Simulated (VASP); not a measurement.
# La (P6_3/mmc) in VASP: a series of runs

Runs on La. Level: LDA. Tasks: relaxation of cell and atoms.

Everything below comes from runs of VASP 6.6.1. Logs are shortened: lines on timing, memory, paths and dates and some standing lists are left out, and cuts for length are marked.

## (1) The cell of the first run

The structure is hexagonal, space group P6_3/mmc (No. 194). The conventional cell has a = 3.588 Å, b = 3.588 Å, c = 5.813 Å, α = 90.00°, β = 90.00°, γ = 120.00°. Within 4.7 Å of La (site symmetry -6m2) lie 12 La at 3.57 to 3.59 Å.

## (2) Relaxation of cell and atoms, LDA

INCAR reads:

```
PREC = Accurate
ENCUT = 600
EDIFF = 1E-6
ISMEAR = -1
SIGMA = 0.05
LREAL = False
LASPH = True
NELM = 60
ALGO = Normal
ISIF = 3
LWAVE = False
LCHARG = False
GGA = CA
IBRION = 2
NSW = 60
EDIFFG = -0.005
```

KPOINTS reads:

```
Automatic mesh
0
Gamma
  13 13 7
```

POSCAR reads:

```
La
1.0
    3.5882183255      0.0000000000      0.0000000000
   -1.7941091628      3.1074882242      0.0000000000
    0.0000000000      0.0000000000      5.8129136873
La
2
Direct
    0.3333333333      0.6666666667      0.2500000000
    0.6666666667      0.3333333333      0.7500000000
```

Potentials or basis: VASP PAW LDA potentials, release 64 (La).

Launch:

```bash
cat potpaw_LDA.64/La/POTCAR > POTCAR
mpirun -np 1 vasp_std > vasp.out
```

OUTCAR:

```text
PREC = Accurate
   ENCUT = 600
   EDIFF = 1E-6
   ISMEAR = -1
   LREAL = False
   LASPH = True
   NELM = 60
   ISIF = 3
   GGA = CA
   IBRION = 2
   NSW = 60
   EDIFFG = -0.005

 ion  position               nearest neighbor table
   1  0.333  0.667  0.250-   2 3.57   2 3.57   2 3.57   2 3.57   2 3.57   2 3.57
   2  0.667  0.333  0.750-   1 3.57   1 3.57   1 3.57   1 3.57   1 3.57   1 3.57

  LATTYP: Found a hexagonal cell.
 ALAT       =     3.5882183255
 C/A-ratio  =     1.6200000000

  Lattice vectors:

 A1 = (   3.5882183255,   0.0000000000,   0.0000000000)
 A2 = (  -1.7941091628,   3.1074882242,   0.0000000000)
 A3 = (   0.0000000000,   0.0000000000,   5.8129136873)

Analysis of symmetry for initial positions (statically):
=====================================================================
 Subroutine PRICEL returns:
 Original cell was already a primitive cell.

 Routine SETGRP: Setting up the symmetry group for a
 hexagonal supercell.

 Subroutine GETGRP returns: Found 24 space group operations
 (whereof 12 operations were pure point group operations)
 out of a pool of 24 trial point group operations.

The static configuration has the point symmetry D_3d.
 The point group associated with its full space group is D_6h.

Analysis of symmetry for dynamics (positions and initial velocities):
=====================================================================
 Subroutine PRICEL returns:
 Original cell was already a primitive cell.

 Routine SETGRP: Setting up the symmetry group for a
 hexagonal supercell.

 Subroutine GETGRP returns: Found 24 space group operations
 (whereof 12 operations were pure point group operations)
 out of a pool of 24 trial point group operations.

The dynamic configuration has the point symmetry D_3d.
 The point group associated with its full space group is D_6h.

 Subroutine INISYM returns: Found 24 space group operations
 (whereof 12 operations are pure point group operations),
 and found     1 'primitive' translations

----------------------------------------------------------------------------------------

                                     Primitive cell

  volume of cell :      64.8160

  direct lattice vectors                    reciprocal lattice vectors
     3.588218326  0.000000000  0.000000000     0.278689843  0.160901656  0.000000000
    -1.794109163  3.107488224  0.000000000     0.000000000  0.321803311  0.000000000
     0.000000000  0.000000000  5.812913687     0.000000000  0.000000000  0.172030767

  length of vectors
     3.588218326  3.588218326  5.812913687     0.321803311  0.321803311  0.172030767

  position of ions in fractional coordinates (direct lattice)
     0.333333333  0.666666667  0.250000000
     0.666666667  0.333333333  0.750000000

  ion indices of the primitive-cell ions
   primitive index   ion index
                 1           1
                 2           2

----------------------------------------------------------------------------------------

 KPOINTS: Automatic mesh

Automatic generation of k-mesh.
 Grid dimensions read from file:
 generate k-points for:   13   13    7

 Generating k-lattice:

  Cartesian coordinates                     Fractional coordinates (reciprocal lattice)
     0.021437680  0.012377050  0.000000000     0.076923077  0.000000000  0.000000000
     0.000000000  0.024754101  0.000000000     0.000000000  0.076923077  0.000000000
     0.000000000  0.000000000  0.024575824     0.000000000  0.000000000  0.142857143

  Length of vectors
     0.024754101  0.024754101  0.024575824

  Shift w.r.t. Gamma in fractional coordinates (k-lattice)
     0.000000000  0.000000000  0.000000000

 Subroutine IBZKPT returns following result:
 ===========================================

 Found     84 irreducible k-points:

 Following reciprocal coordinates:
            Coordinates               Weight
  0.000000  0.000000  0.000000      1.000000
  0.076923  0.000000  0.000000      6.000000
  0.153846  0.000000  0.000000      6.000000
  0.230769  0.000000  0.000000      6.000000
  0.307692  0.000000  0.000000      6.000000
  0.384615 -0.000000  0.000000      6.000000
[... 16 lines left out ...]
  0.076923  0.000000  0.142857     12.000000
  0.153846  0.000000  0.142857     12.000000
 [... further k-points ...]
   k-points           NKPTS =     84   k-points in BZ     NKDIM =     84   number of bands    NBANDS=     15
   number of dos      NEDOS =    301   number of ions     NIONS =      2
   total plane-waves  NPLWV =  43200
   dimension x,y,z NGX =    30 NGY =   30 NGZ =   48
   dimension x,y,z NGXF=    60 NGYF=   60 NGZF=   96
   ions per type =               2
   NGX,Y,Z   is equivalent  to a cutoff of  13.90, 13.90, 13.73 a.u.
   NGXF,Y,Z  is equivalent  to a cutoff of  27.80, 27.80, 27.46 a.u.
 SYSTEM =  unknown system
   PREC   = accura    normal or accurate (medium, high low for compatibility)
   ISTART =      0    job   : 0-new  1-cont  2-samecut
   ICHARG =      2    charge: 1-file 2-atom 10-const
   ISPIN  =      1    spin polarized calculation?
   LNONCOLLINEAR =      F non collinear calculations
   LSORBIT =      F    spin-orbit coupling
   LASPH  =      T    aspherical Exc in radial PAW
   ENCUT  =  600.0 eV  44.10 Ry    6.64 a.u.   7.17  7.17 11.61*2*pi/ulx,y,z
   NELM   =     60;   NELMIN=  2; NELMDL= -5     # of ELM steps
   EDIFF  = 0.1E-05   stopping-criterion for ELM
   LREAL  =      F    real-space projection
   EDIFFG = -.5E-02   stopping-criterion for IOM
   NSW    =     60    number of steps for IOM
   IBRION =      2    ionic relax: 0-MD 1-quasi-New 2-CG
   NFREE  =      1    steps in history (QN), initial steepest desc. (CG)
   ISIF   =      3    stress and relaxation
   ISYM   =      2    0-nonsym 1-usesym 2-fastsym
   POTIM  = 0.5000    time-step for ionic-motion
   TEBEG  =    0.0;   TEEND  =   0.0 temperature during run
   PSTRESS=    0.0 pullay stress
   NELECT =      22.0000    total number of electrons
   NUPDOWN=      -1.0000    fix difference up-down
   EMIN   =  10.00;   EMAX   =-10.00  energy-range for DOS
   EFERMI =   0.00;   METHOD = LEGACY
   ISMEAR =    -1;   SIGMA  =   0.05  broadening in eV -4-tet -1-fermi 0-gaus
   EFERMI_NEDOS =   21; number of points for ismear=-14 and -15
   IALGO  =     38    algorithm
   IMIX   =      4    mixing-type and parameters
     AMIX     =   0.40;   BMIX     =  1.00
     AMIX_MAG =   1.60;   BMIX_MAG =  1.00
  volume/ion in A,a.u.               =      32.41       218.70
  Fermi-wavevector in a.u.,A,eV,Ry     =   1.141971  2.158012 17.743320  1.304097
  Thomas-Fermi vector in A             =   2.278670
   LORBIT       =      0    0 simple, 1 ext, 2 COOP (PROOUT), +10 PAW based schemes
   GGA     = CA    functional components
   LHFCALC =     F    Hartree Fock is set to
   AEXX    =    0.0000 exact exchange contribution
   IVDW    =     0    specifies the selected vdW correction
   LEPSILON=     F    determine dielectric tensor
   LRPA    =     F    only Hartree local field effects (RPA)
 conjugate gradient relaxation of ions
 non-spin polarized calculation
  energy-cutoff  :      600.00
  volume of cell :       64.82
 maximum number of plane-waves:      2188
 NGX is ok and might be reduce to    30
   NGX = 15   NGY = 15   NGZ = 23

--------------------------------------- Ionic step        1  -------------------------------------------

 number of electron      21.9999998 magnetization

 Free energy of the ion-electron system (eV)
  ---------------------------------------------------
  ext. energy  EPLUGINS =         0.00000000
  ---------------------------------------------------
  free energy    TOTEN  =       -11.10082001 eV

  energy without entropy =      -11.07210060  energy(sigma->0) =      -11.08646031

------------------------ aborting loop because EDIFF is reached ----------------------------------------

  FORCE on cell =-STRESS in cart. coord.  units (eV):
  Direction    XX          YY          ZZ          XY          YZ          ZX
  --------------------------------------------------------------------------------------
  -------------------------------------------------------------------------------------
  Total       -0.0097945     -0.0097945      0.2331547      0.0000000     -0.0000000      0.0000000
  in kB       -0.2421089     -0.2421089      5.7633177      0.0000000     -0.0000000      0.0000000
  external PRESSURE =       1.7597000 kB  Pullay stress =       0.0000000 kB
[... 273 lines left out ...]
  energy  without entropy=      -11.0748727760  energy(sigma->0) =      -11.08878973

--------------------------------------- Ionic step        9  -------------------------------------------

 number of electron      21.9999999 magnetization

 Free energy of the ion-electron system (eV)
  ---------------------------------------------------
  ext. energy  EPLUGINS =         0.00000000
  ---------------------------------------------------
  free energy    TOTEN  =       -11.10271229 eV

  energy without entropy =      -11.07483802  energy(sigma->0) =      -11.08877516

 E-fermi :   8.9712     XC(G=0): -10.3107

 val. band max:        8.9600877035   @ k =   0.3846   0.2308   0.0000
 cond. band min:       8.9763430257   @ k =   0.3077   0.0000   0.4286
 fundamental gap:      0.0162553222
 Fermi energy:         8.9712299909

 k-point     1 :       0.0000    0.0000    0.0000
  band No.  band energies     occupation
      1     -23.6305      2.00000
      2     -23.3135      2.00000
      3      -8.2952      2.00000
      4      -6.5207      2.00000
      5      -6.5207      2.00000
      6      -6.3033      2.00000
      7      -6.2775      2.00000
      8      -6.2775      2.00000
      9       5.9430      2.00000
     10       7.1078      2.00000
     11       9.9561      0.00000
     12      10.4051      0.00000
     13      10.4051      0.00000
     14      10.4997      0.00000
     15      10.5805      0.00000
[... 397 lines left out ...]
 k-point    24 :       0.1538    0.0000    0.1429
  band No.  band energies     occupation
      1     -23.5539      2.00000
      2     -23.2952      2.00000
      3      -8.0871      2.00000
      4      -6.8923      2.00000
      5      -6.7323      2.00000
      6      -6.6211      2.00000
      7      -6.3981      2.00000
      8      -6.3464      2.00000
      9       6.7919      2.00000
     10       7.7715      2.00000
     11       9.2832      0.00390
     12       9.6737      0.00000
     13       9.8761      0.00000
     14      10.4495      0.00000
     15      10.5903      0.00000

 [... further k-points ...]
[... 5 lines left out ...]
  --------------------------------------------------------------------------------------
  -------------------------------------------------------------------------------------
  Total        0.0022442      0.0022442      0.0076477     -0.0000000     -0.0000000     -0.0000000
  in kB        0.0552307      0.0552307      0.1882139     -0.0000000     -0.0000000     -0.0000000
  external PRESSURE =       0.0995584 kB  Pullay stress =       0.0000000 kB
[... 17 lines left out ...]
  FREE ENERGIE OF THE ION-ELECTRON SYSTEM (eV)
  ---------------------------------------------------
  free  energy   TOTEN  =       -11.1027122933 eV

  energy  without entropy=      -11.0748380190  energy(sigma->0) =      -11.08877516

 reached required accuracy - stopping structural energy minimisation
```

Run time: 3.4 min. Hardware: 1 thread of AMD EPYC 9R45 (Zen 5), shared host; peak memory 0.22 GiB.

Results:

| Quantity | Value |
| --- | --- |
| Free energy | -11.1027 eV |
| Relaxed volume | 32.55 Å³/atom |
| Relaxed cell | a = 3.570 Å, b = 3.570 Å, c = 5.898 Å, α = 90.00°, β = 90.00°, γ = 120.00° |
| Space group after relaxing (to 0.1 Å) | P6_3/mmc (No. 194) |
| Energy gained by relaxing | 0.9 meV/atom |
| Ionic steps | 9 |
| Pressure after relaxing | 0.0 GPa |
| Band gap on the k mesh | zero (bands 11 and 12 overlap by 1.43 eV) |

The path:
```csv
step,energy change (eV),largest force (eV/Å),pressure (GPa),volume (Å³)
1,0.0000,0.0000,0.18,64.82
2,-0.0010,0.0000,0.03,65.15
3,-0.0015,0.0000,-0.12,65.48
4,-0.0015,0.0000,-0.16,65.54
5,-0.0018,0.0000,-0.07,65.29
6,-0.0019,0.0000,-0.01,65.15
7,-0.0019,0.0000,-0.04,65.17
8,-0.0019,0.0000,-0.04,65.16
9,-0.0019,0.0000,0.01,65.10
```

Final structure:
```cif
data_structure
_symmetry_space_group_name_H-M 'P 1'
_symmetry_Int_Tables_number 1
_cell_length_a 3.5702
_cell_length_b 3.5702
_cell_length_c 5.8976
_cell_angle_alpha 90.000
_cell_angle_beta 90.000
_cell_angle_gamma 120.000
_cell_volume 65.10
loop_
_atom_site_label
_atom_site_type_symbol
_atom_site_fract_x
_atom_site_fract_y
_atom_site_fract_z
_atom_site_occupancy
La1 La 0.33333 0.66667 0.25000 1
La2 La 0.66667 0.33333 0.75000 1
```

Caveat: spin-orbit coupling is left out, which moves the levels of the heavy elements.

## (3) Relaxation of cell and atoms, LDA

This run uses another cell than the first one, of 32.71 Å³/atom.

INCAR reads:

```
PREC     = Accurate       # precision mode
ENCUT    = 600            # plane-wave cutoff, eV
EDIFF    = 1E-6           # SCF threshold, eV
ISMEAR   = -1             # smearing method
SIGMA    = 0.05           # smearing width, eV
LREAL    = False          # projectors in reciprocal space
LASPH    = True           # aspherical terms in the spheres
NELM     = 100            # most SCF steps
ALGO     = Normal         # electronic algorithm
ISIF     = 3              # what is computed and relaxed
LWAVE    = False          # write WAVECAR
LCHARG   = False          # write CHGCAR
GGA      = CA             # functional
IBRION   = 2              # ionic algorithm
NSW      = 45             # ionic steps
EDIFFG   = -0.005         # ionic threshold
```

KPOINTS is that of step 2.

POSCAR reads:

```
La
1.0
    3.5777324938      0.0000000000      0.0000000000
   -1.7888662469      3.0984072276      0.0000000000
    0.0000000000      0.0000000000      5.9018088352
La
2
Direct
    0.3333333333      0.6666666667      0.2500000000
    0.6666666667      0.3333333333      0.7500000000
```

Potentials or basis: VASP PAW LDA potentials, release 64 (La).

Launch:

```bash
cat potpaw_LDA.64/La/POTCAR > POTCAR
mpirun -np 1 vasp_std > vasp.out
```

It took 1.7 min on 1 thread of AMD EPYC 9R45 (Zen 5), shared host; peak memory 0.22 GiB.

It converged, with:

| Item | Value |
| --- | --- |
| Free energy | -11.1027 eV |
| Relaxed volume | 32.56 Å³/atom |
| Relaxed cell | a = 3.572 Å, b = 3.572 Å, c = 5.894 Å, α = 90.00°, β = 90.00°, γ = 120.00° |
| Space group after relaxing (to 0.1 Å) | P6_3/mmc (No. 194) |
| Energy gained by relaxing | 0.1 meV/atom |
| Ionic steps | 4 |
| Pressure after relaxing | 0.0 GPa |
| Band gap on the k mesh | zero (bands 11 and 12 overlap by 1.43 eV) |

Step by step:
| step | energy change (eV) | largest force (eV/Å) | pressure (GPa) | volume (Å³) |
| --- | --- | --- | --- | --- |
| 1 | 0.0000 | 0.0000 | -0.14 | 65.42 |
| 2 | -0.0001 | 0.0000 | -0.02 | 65.16 |
| 3 | -0.0001 | 0.0000 | 0.02 | 65.10 |
| 4 | -0.0001 | 0.0000 | -0.01 | 65.13 |

Final structure:
```
CELL_PARAMETERS angstrom
3.57186 0.00000 0.00000
-1.78593 3.09333 0.00000
0.00000 0.00000 5.89430
ATOMIC_POSITIONS crystal
La 0.33333 0.66667 0.25000
La 0.66667 0.33333 0.75000
```

Levels at points of the mesh, in eV from the Fermi level:
| k point | band 8 | band 9 | band 10 | band 11 | band 12 | band 13 | band 14 | band 15 |
| --- | --- | --- | --- | --- | --- | --- | --- | --- |
| (0.00, 0.00, 0.00) | -15.25 | -3.03 | -1.87 | 0.99 | 1.43 | 1.43 | 1.53 | 1.61 |

Caveat: spin-orbit coupling is left out, which moves the levels of the heavy elements.

The gap in the log of VASP goes by the Fermi energy; the results here count the filled bands.